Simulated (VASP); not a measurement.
# TaN (I4/mmm) in VASP: further runs

Runs on TaN. Level: r2SCAN. Tasks: single point.

Program: VASP 6.6.1. These are calculated values, not measurements. Logs are shortened: lines on timing, memory, paths and dates and some standing lists are left out, and cuts for length are marked.

### Step 1. The cell of the first run

It takes space group I4/mmm (No. 139, tetragonal). Conventional cell: a = 3.082 Å, b = 3.082 Å, c = 4.336 Å, α = 90.00°, β = 90.00°, γ = 90.00°. Within 2.9 Å of Ta (site symmetry 4/mmm) lie 6 N at 2.17 to 2.18 Å. Within 2.9 Å of N (site symmetry 4/mmm) lie 6 Ta at 2.17 to 2.18 Å.

### Step 2. Single point, r2SCAN (strain -0.0050 x Voigt [0, 1, 0, 0, 0, 0])

POSCAR

```
TaN
1.0
    0.0000000000      2.1681050000      2.1790000000
    2.1790000000      0.0000000000      2.1790000000
    2.1790000000      2.1681050000      0.0000000000
Ta N
1 1
Direct
    0.5000000000      0.5000000000      0.5000000000
    0.0000000000      0.0000000000      0.0000000000
```

INCAR.step1

```
SYSTEM = TaN
PREC     = Accurate       ! precision mode
ENCUT    = 520            ! plane-wave cutoff, eV
ISMEAR   = 0              ! smearing method
SIGMA    = 0.15           ! smearing width, eV
LREAL    = .False.        ! projectors in reciprocal space
LASPH    = .True.         ! aspherical terms in the spheres
NELM     = 60             ! most SCF steps
NBANDS   = 15             ! bands
GGA      = PE             ! functional
ALGO     = Normal         ! electronic algorithm
EDIFF    = 1E-4           ! SCF threshold, eV
LWAVE    = .True.         ! write WAVECAR
LCHARG   = .False.        ! write CHGCAR
```

INCAR.step2

```
SYSTEM = TaN
PREC     = Accurate       ! precision mode
ENCUT    = 520            ! plane-wave cutoff, eV
EDIFF    = 1E-6           ! SCF threshold, eV
ISMEAR   = 0              ! smearing method
SIGMA    = 0.15           ! smearing width, eV
LREAL    = .False.        ! projectors in reciprocal space
LASPH    = .True.         ! aspherical terms in the spheres
NELM     = 60             ! most SCF steps
ALGO     = Normal         ! electronic algorithm
ISIF     = 2              ! what is computed and relaxed
LWAVE    = .False.        ! write WAVECAR
LCHARG   = .True.         ! write CHGCAR
METAGGA  = R2SCAN         ! meta-GGA
LMIXTAU  = .True.       
LELF     = .True.         ! ELF
LVHAR    = .True.       
NBANDS   = 15             ! bands
ISTART   = 1
```

KPOINTS

```
Automatic mesh
0
Gamma
  18 18 18
  0 0 0
```

Potentials or basis: VASP PAW PBE potentials, release 64 (Ta_pv, N).

Command:

```console
cat potpaw_PBE.64/Ta_pv/POTCAR potpaw_PBE.64/N/POTCAR > POTCAR
cp INCAR.step1 INCAR
mpirun -np 1 vasp_std > vasp.out
cp INCAR.step2 INCAR
mpirun -np 1 vasp_std > vasp.out
```

OUTCAR:

```text
SYSTEM = TaN
   PREC = Accurate
   ENCUT = 520
   EDIFF = 1E-6
   ISMEAR = 0
   LREAL = .False.
   LASPH = .True.
   NELM = 60
   ISIF = 2
   METAGGA = R2SCAN
   ISTART = 1

 ion  position               nearest neighbor table
   1  0.500  0.500  0.500-   2 2.17   2 2.17   2 2.18   2 2.18   2 2.18   2 2.18
   2  0.000  0.000  0.000-   1 2.17   1 2.17   1 2.18   1 2.18   1 2.18   1 2.18

  LATTYP: Found a body centered tetragonal cell.
 ALAT       =     3.0815713524
 C/A-ratio  =     1.4071424946

  Lattice vectors:

 A1 = (   0.0000000000,  -2.1681050000,   2.1790000000)
 A2 = (   0.0000000000,  -2.1681050000,  -2.1790000000)
 A3 = (   2.1790000000,   2.1681050000,   0.0000000000)

Analysis of symmetry for initial positions (statically):
=====================================================================
 Subroutine PRICEL returns:
 Original cell was already a primitive cell.

 Routine SETGRP: Setting up the symmetry group for a
 body centered tetragonal supercell.

 Subroutine GETGRP returns: Found 16 space group operations
 (whereof 16 operations were pure point group operations)
 out of a pool of 16 trial point group operations.

The static configuration has the point symmetry D_4h.

Analysis of symmetry for dynamics (positions and initial velocities):
=====================================================================
 Subroutine PRICEL returns:
 Original cell was already a primitive cell.

 Routine SETGRP: Setting up the symmetry group for a
 body centered tetragonal supercell.

 Subroutine GETGRP returns: Found 16 space group operations
 (whereof 16 operations were pure point group operations)
 out of a pool of 16 trial point group operations.

The dynamic configuration has the point symmetry D_4h.

 Subroutine INISYM returns: Found 16 space group operations
 (whereof 16 operations are pure point group operations),
 and found     1 'primitive' translations

----------------------------------------------------------------------------------------

                                     Primitive cell

  volume of cell :      20.5885

  direct lattice vectors                    reciprocal lattice vectors
     0.000000000  2.168105000  2.179000000    -0.229463056  0.230616137  0.229463056
     2.179000000  0.000000000  2.179000000     0.229463056 -0.230616137  0.229463056
     2.179000000  2.168105000  0.000000000     0.229463056  0.230616137 -0.229463056

  length of vectors
     3.073877078  3.081571352  3.073877078     0.398108517  0.398108517  0.398108517

  position of ions in fractional coordinates (direct lattice)
     0.500000000  0.500000000  0.500000000
     0.000000000  0.000000000  0.000000000

  ion indices of the primitive-cell ions
   primitive index   ion index
                 1           1
                 2           2

----------------------------------------------------------------------------------------

 KPOINTS: Automatic mesh

Automatic generation of k-mesh.
 Grid dimensions read from file:
 generate k-points for:   18   18   18

 Generating k-lattice:

  Cartesian coordinates                     Fractional coordinates (reciprocal lattice)
    -0.012747948  0.012812008  0.012747948     0.055555556  0.000000000  0.000000000
     0.012747948 -0.012812008  0.012747948    -0.000000000  0.055555556 -0.000000000
     0.012747948  0.012812008 -0.012747948     0.000000000  0.000000000  0.055555556

  Length of vectors
     0.022117140  0.022117140  0.022117140

  Shift w.r.t. Gamma in fractional coordinates (k-lattice)
     0.000000000  0.000000000  0.000000000

 Subroutine IBZKPT returns following result:
 ===========================================

 Found    480 irreducible k-points:

 Following reciprocal coordinates:
            Coordinates               Weight
  0.000000  0.000000  0.000000      1.000000
  0.055556  0.000000  0.000000      8.000000
  0.111111  0.000000  0.000000      8.000000
  0.166667  0.000000  0.000000      8.000000
  0.222222  0.000000  0.000000      8.000000
  0.277778  0.000000  0.000000      8.000000
[... 16 lines left out ...]
 -0.277778  0.055556  0.000000     16.000000
 -0.222222  0.055556 -0.000000     16.000000
 [... further k-points ...]
   k-points           NKPTS =    480   k-points in BZ     NKDIM =    480   number of bands    NBANDS=     15
   number of dos      NEDOS =    301   number of ions     NIONS =      2
   total plane-waves  NPLWV =  13824
   dimension x,y,z NGX =    24 NGY =   24 NGZ =   24
   dimension x,y,z NGXF=    48 NGYF=   48 NGZF=   48
   ions per type =               1   1
   NGX,Y,Z   is equivalent  to a cutoff of  12.98, 12.95, 12.98 a.u.
   NGXF,Y,Z  is equivalent  to a cutoff of  25.96, 25.90, 25.96 a.u.
 SYSTEM =  TaN
   PREC   = accura    normal or accurate (medium, high low for compatibility)
   ISTART =      1    job   : 0-new  1-cont  2-samecut
   ICHARG =      0    charge: 1-file 2-atom 10-const
   ISPIN  =      1    spin polarized calculation?
   LNONCOLLINEAR =      F non collinear calculations
   LSORBIT =      F    spin-orbit coupling
   LASPH  =      T    aspherical Exc in radial PAW
   ENCUT  =  520.0 eV  38.22 Ry    6.18 a.u.   5.72  5.73  5.72*2*pi/ulx,y,z
   NELM   =     60;   NELMIN=  2; NELMDL=  0     # of ELM steps
   EDIFF  = 0.1E-05   stopping-criterion for ELM
   LREAL  =      F    real-space projection
   EDIFFG = 0.1E-04   stopping-criterion for IOM
   NSW    =      0    number of steps for IOM
   IBRION =     -1    ionic relax: 0-MD 1-quasi-New 2-CG
   NFREE  =      0    steps in history (QN), initial steepest desc. (CG)
   ISIF   =      2    stress and relaxation
   ISYM   =      2    0-nonsym 1-usesym 2-fastsym
   POTIM  = 0.5000    time-step for ionic-motion
   TEBEG  =    0.0;   TEEND  =   0.0 temperature during run
   PSTRESS=    0.0 pullay stress
   NELECT =      16.0000    total number of electrons
   NUPDOWN=      -1.0000    fix difference up-down
   EMIN   =  10.00;   EMAX   =-10.00  energy-range for DOS
   EFERMI =   0.00;   METHOD = LEGACY
   ISMEAR =     0;   SIGMA  =   0.15  broadening in eV -4-tet -1-fermi 0-gaus
   EFERMI_NEDOS =   21; number of points for ismear=-14 and -15
   IALGO  =     38    algorithm
   IMIX   =      4    mixing-type and parameters
     AMIX     =   0.40;   BMIX     =  1.00
     AMIX_MAG =   1.60;   BMIX_MAG =  1.00
  volume/ion in A,a.u.               =      10.29        69.47
  Fermi-wavevector in a.u.,A,eV,Ry     =   1.505127  2.844278 30.822750  2.265408
  Thomas-Fermi vector in A             =   2.616017
   LORBIT       =      0    0 simple, 1 ext, 2 COOP (PROOUT), +10 PAW based schemes
   METAGGA = R2SCAN    functional components
   LHFCALC =     F    Hartree Fock is set to
   AEXX    =    0.0000 exact exchange contribution
   IVDW    =     0    specifies the selected vdW correction
   LEPSILON=     F    determine dielectric tensor
   LRPA    =     F    only Hartree local field effects (RPA)
 non-spin polarized calculation
 Gauss-broadening in eV      SIGMA  =   0.15
  energy-cutoff  :      520.00
  volume of cell :       20.59
 maximum number of plane-waves:       568
   NGX = 11   NGY = 11   NGZ = 11

 number of electron      15.9999999 magnetization

 Free energy of the ion-electron system (eV)
  ---------------------------------------------------
  ext. energy  EPLUGINS =         0.00000000
  ---------------------------------------------------
  free energy    TOTEN  =       -59.59745264 eV

  energy without entropy =      -59.58850325  energy(sigma->0) =      -59.59297795

 E-fermi :   9.9997     XC(G=0): -14.6629

 val. band max:        9.9940957060   @ k =   0.2778   0.0000   0.0556
 cond. band min:      10.0030824909   @ k =   0.3889   0.0556  -0.0000
 fundamental gap:      0.0089867849
 Fermi energy:         9.9997180780

 k-point     1 :       0.0000    0.0000    0.0000
  band No.  band energies     occupation
      1     -27.1028      2.00000
      2     -27.1028      2.00000
      3     -27.0996      2.00000
      4     -10.3073      2.00000
      5       5.7302      2.00000
      6       5.7302      2.00000
      7       5.7541      2.00000
      8       7.7030      2.00000
      9       7.7030      2.00000
     10       7.7660      2.00000
     11      10.0825      0.43512
     12      10.1481      0.16175
     13      12.0605      0.00000
     14      19.6253      0.00000
     15      19.9831      0.00000

 k-point     2 :       0.0556    0.0000    0.0000
  band No.  band energies     occupation
      1     -27.1346      2.00000
      2     -27.1057      2.00000
      3     -27.1033      2.00000
      4     -10.2259      2.00000
      5       5.3155      2.00000
      6       5.4438      2.00000
      7       5.4619      2.00000
      8       7.8395      2.00000
      9       7.8644      2.00000
     10       7.9311      2.00000
     11      10.4116      0.00010
     12      10.4796      0.00001
     13      12.2963      0.00000
     14      19.6253      0.00000
     15      20.2314      0.00000

 k-point     3 :       0.1111    0.0000    0.0000
  band No.  band energies     occupation
      1     -27.2280      2.00000
      2     -27.1140      2.00000
      3     -27.1110      2.00000
      4      -9.9890      2.00000
      5       4.3997      2.00000
      6       4.8102      2.00000
      7       4.8277      2.00000
      8       8.1666      2.00000
      9       8.1897      2.00000
     10       8.2543      2.00000
     11      11.2472      0.00000
     12      11.3209      0.00000
     13      12.9234      0.00000
     14      19.6252      0.00000
     15      20.9306      0.00000
[... 343 lines left out ...]
 k-point    23 :      -0.2778    0.0556    0.0000
  band No.  band energies     occupation
      1     -27.7597      2.00000
      2     -27.1973      2.00000
      3     -27.1467      2.00000
      4      -8.4108      2.00000
      5       0.8523      2.00000
      6       2.5082      2.00000
      7       2.8729      2.00000
      8       9.4753      2.00000
      9       9.8199      1.91004
     10      10.8488      0.00000
     11      14.2265      0.00000
     12      15.8094      0.00000
     13      16.0109      0.00000
     14      19.6239      0.00000
     15      23.2590      0.00000

 k-point    24 :      -0.2222    0.0556   -0.0000
  band No.  band energies     occupation
      1     -27.5954      2.00000
      2     -27.1805      2.00000
      3     -27.1305      2.00000
      4      -8.9338      2.00000
      5       1.7847      2.00000
      6       3.0094      2.00000
      7       3.4445      2.00000
      8       8.9894      2.00000
      9       9.1392      2.00000
     10      10.1302      0.21875
     11      13.0754      0.00000
     12      14.7444      0.00000
     13      15.2539      0.00000
     14      19.6246      0.00000
     15      23.2377      0.00000

 [... further k-points ...]
[... 5 lines left out ...]
  --------------------------------------------------------------------------------------
  -------------------------------------------------------------------------------------
  Total        1.6455383      2.0998228      1.6455383      0.0000000      0.0000000      0.0000000
  in kB      128.0541988    163.4061769    128.0541988      0.0000000      0.0000000      0.0000000
  external PRESSURE =     139.8381915 kB  Pullay stress =       0.0000000 kB

 VOLUME and BASIS-vectors are now :
 -----------------------------------------------------------------------------
  energy-cutoff  :      520.00
  volume of cell :       20.59
      direct lattice vectors                 reciprocal lattice vectors
     0.000000000  2.168105000  2.179000000    -0.229463056  0.230616137  0.229463056
     2.179000000  0.000000000  2.179000000     0.229463056 -0.230616137  0.229463056
     2.179000000  2.168105000  0.000000000     0.229463056  0.230616137 -0.229463056

 POSITION                                       TOTAL-FORCE (eV/Angst)
 -----------------------------------------------------------------------------------
      2.17900      2.16811      2.17900         0.000000     -0.000000      0.000000
      0.00000      0.00000      0.00000         0.000000      0.000000      0.000000
 -----------------------------------------------------------------------------------
    total drift:                                0.000000     -0.000000     -0.000000

  FREE ENERGIE OF THE ION-ELECTRON SYSTEM (eV)
  ---------------------------------------------------
  free  energy   TOTEN  =       -59.5974526411 eV

  energy  without entropy=      -59.5885032495  energy(sigma->0) =      -59.59297795
```

Run time: 11 min. Hardware: 1 thread of AMD EPYC 7R43 (Zen 3), shared host; peak memory 0.23 GiB.

What came out:

- Free energy: -59.5975 eV
- Pressure: 14.0 GPa
- Band gap on the k mesh: zero (bands 8 and 9 overlap by 4.29 eV)

Stress tensor (GPa, compression positive):
```
12.81  0.00  0.00
 0.00 16.34  0.00
 0.00  0.00 12.81
```

Levels at points of the mesh, in eV from the Fermi level:
```csv
k point,band 5,band 6,band 7,band 8,band 9,band 10,band 11,band 12
"(0.00, 0.00, 0.00)",-4.27,-4.27,-4.25,-2.30,-2.30,-2.23,0.08,0.15
"(0.50, 0.00, 0.00)",-11.13,-8.26,-8.26,1.99,2.03,2.16,4.18,8.10
"(0.50, 0.50, 0.00)",-7.19,-5.86,-5.10,-5.08,2.29,3.68,3.76,5.05
"(0.50, 0.00, 0.50)",-7.13,-5.87,-5.12,-5.12,2.30,3.72,3.72,5.07
```

Caveat: the cell differs from its parent crystal (strain -0.0050 x Voigt [0, 1, 0, 0, 0, 0]); the cell stands under pressure; the PAW data sets were made with another functional, which shifts forces and pressure a little; spin-orbit coupling is left out, which moves the levels of the heavy elements.

### Step 3. Single point, r2SCAN (strain +0.0050 x Voigt [0, 1, 0, 0, 0, 0])

POSCAR

```
TaN
1.0
    0.0000000000      2.1898950000      2.1790000000
    2.1790000000      0.0000000000      2.1790000000
    2.1790000000      2.1898950000      0.0000000000
Ta N
1 1
Direct
    0.5000000000      0.5000000000      0.5000000000
    0.0000000000      0.0000000000      0.0000000000
```

INCAR.step1

```
PREC = Accurate ; ENCUT = 520
ISMEAR = 0 ; SIGMA = 0.15
LREAL = F ; LASPH = T
NELM = 100 ; NBANDS = 15
GGA = PE ; ALGO = Normal
EDIFF = 1E-4 ; LWAVE = T
LCHARG = F
```

INCAR.step2

```
PREC = Accurate ; ENCUT = 520
EDIFF = 1E-6 ; ISMEAR = 0
SIGMA = 0.15 ; LREAL = F
LASPH = T ; NELM = 100
ALGO = Normal ; ISIF = 2
LWAVE = F ; LCHARG = F
METAGGA = R2SCAN ; LMIXTAU = T
NBANDS = 15 ; ISTART = 1
```

KPOINTS

```
regular mesh
0
Gamma
  18 18 18
```

Potentials or basis: VASP PAW PBE potentials, release 64 (Ta_pv, N).

Command:

```console
cat potpaw_PBE.64/Ta_pv/POTCAR potpaw_PBE.64/N/POTCAR > POTCAR
cp INCAR.step1 INCAR
mpirun -np 1 vasp_std > vasp.out
cp INCAR.step2 INCAR
mpirun -np 1 vasp_std > vasp.out
```

Wall time 15 min (1 thread of AMD EPYC 7R43 (Zen 3), shared host); peak memory 0.23 GiB.

The run converged. Its results:

```yaml
Free_energy: -59.6131 eV
Pressure: 10.0 GPa
Band_gap_on_the_k_mesh: zero (bands 8 and 9 overlap by 4.19 eV)
```

Stress tensor (GPa, compression positive):
```
11.08  0.00  0.00
 0.00  7.75  0.00
 0.00  0.00 11.08
```

Levels at points of the mesh, in eV from the Fermi level:
```
           k point  band 6  band 7  band 8  band 9  band 10  band 11
(0.00, 0.00, 0.00)   -4.22   -4.22   -2.29   -2.23    -2.23     0.08
(0.50, 0.00, 0.00)   -8.18   -8.18    1.96    2.00     2.13     4.15
(0.50, 0.50, 0.00)   -5.80   -5.09   -5.07    2.27     3.63     3.70
(0.50, 0.00, 0.50)   -5.79   -5.06   -5.06    2.26     3.66     3.66
```

Caveat: the cell differs from its parent crystal (strain +0.0050 x Voigt [0, 1, 0, 0, 0, 0]); the cell stands under pressure; the PAW data sets were made with another functional, which shifts forces and pressure a little; spin-orbit coupling is left out, which moves the levels of the heavy elements.
